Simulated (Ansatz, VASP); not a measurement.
# One calculation of GaP, two programs

The input POSCAR:

```
GaP
1.0
    0.0000000000      2.7192251022      2.7192251022
    2.7192251022      0.0000000000      2.7192251022
    2.7192251022      2.7192251022      0.0000000000
Ga P
1 1
Direct
    0.0000000000      0.0000000000      0.0000000000
    0.2500000000      0.2500000000      0.2500000000
```

The input INCAR.step1:

```
SYSTEM = GaP
ALGO     = Normal         ! electronic algorithm
EDIFF    = 1E-5           ! SCF threshold, eV
ENCUT    = 520            ! plane-wave cutoff, eV
GGA      = PE             ! functional
ISIF     = 2              ! what is computed and relaxed
ISMEAR   = 0              ! smearing method
LASPH    = .True.         ! aspherical terms in the spheres
LREAL    = .False.        ! projectors in reciprocal space
LWAVE    = .True.         ! write WAVECAR
NBANDS   = 16             ! bands
NELM     = 80             ! most SCF steps
PREC     = Accurate       ! precision mode
SIGMA    = 0.01           ! smearing width, eV
```

Contents of INCAR.step2:

```
SYSTEM = GaP
ALGO     = Normal         ! electronic algorithm
EDIFF    = 1E-6           ! SCF threshold, eV
ENCUT    = 520            ! plane-wave cutoff, eV
GGA      = PE             ! functional
HFSCREEN = 0.2079         ! screening, 1/A
ISIF     = 2              ! what is computed and relaxed
ISMEAR   = 0              ! smearing method
ISTART   = 1            
LASPH    = .True.         ! aspherical terms in the spheres
LCHARG   = .True.         ! write CHGCAR
LELF     = .True.         ! ELF
LHFCALC  = .True.         ! exact exchange
LREAL    = .False.        ! projectors in reciprocal space
LVHAR    = .True.       
LWAVE    = .False.        ! write WAVECAR
NBANDS   = 16             ! bands
NELM     = 80             ! most SCF steps
PREC     = Accurate       ! precision mode
PRECFOCK = Normal       
SIGMA    = 0.01           ! smearing width, eV
```

File KPOINTS:

```
k-points
0
Gamma
  6 6 6
  0 0 0
```

Input for Ansatz:

```yaml
crystal:
  lattice:
    - [0.0, 2.7192251022, 2.7192251022]
    - [2.7192251022, 0.0, 2.7192251022]
    - [2.7192251022, 2.7192251022, 0.0]
  atoms:
    - { symbol: Ga, position: [0.0, 0.0, 0.0] }
    - { symbol: P, position: [0.25, 0.25, 0.25] }
basis:
  ecutwfc: 420
kpoints:
  mp_grid: { grid: [6, 6, 6] }
  band_path:
    path:
      - [0.0, 0.0, 0.0]
      - [-0.5, -0.5, 0.0]
      - [-0.375, -0.375, 0.25]
      - [-0.375, 0.0, 0.375]
      - [0.0, 0.0, 0.5]
      - [-0.5, -0.25, 0.25]
      - [0.0, 0.429687, 0.429688]
    npoints: 1
hamiltonian:
  xc: hse06
scf:
  occupations: { method: fixed }
  n_extra_bands: 4
output:
  eigenvalues: true
```

Alike in both runs: task single point; functional HSE06; k mesh 6 × 6 × 6; no spin polarisation.

|  | VASP | Ansatz |
| --- | --- | --- |
| version | VASP 6.6.1 | Ansatz 0.2.0 |
| potentials or method | VASP PAW PBE potentials, release 64 (Ga_d, P), cutoff 520 eV | scalar-relativistic, plane waves, PAW |
| occupations | gaussian, width 0.01 eV | fixed |
| valence electrons in the cell | 18 | 18 |

```csv
,VASP,Ansatz,Ansatz less VASP
gap on the k mesh at the Fermi level (eV),2.28,2.28,-0.003
least direct gap on the mesh (eV),2.86,2.86,+0.004
```
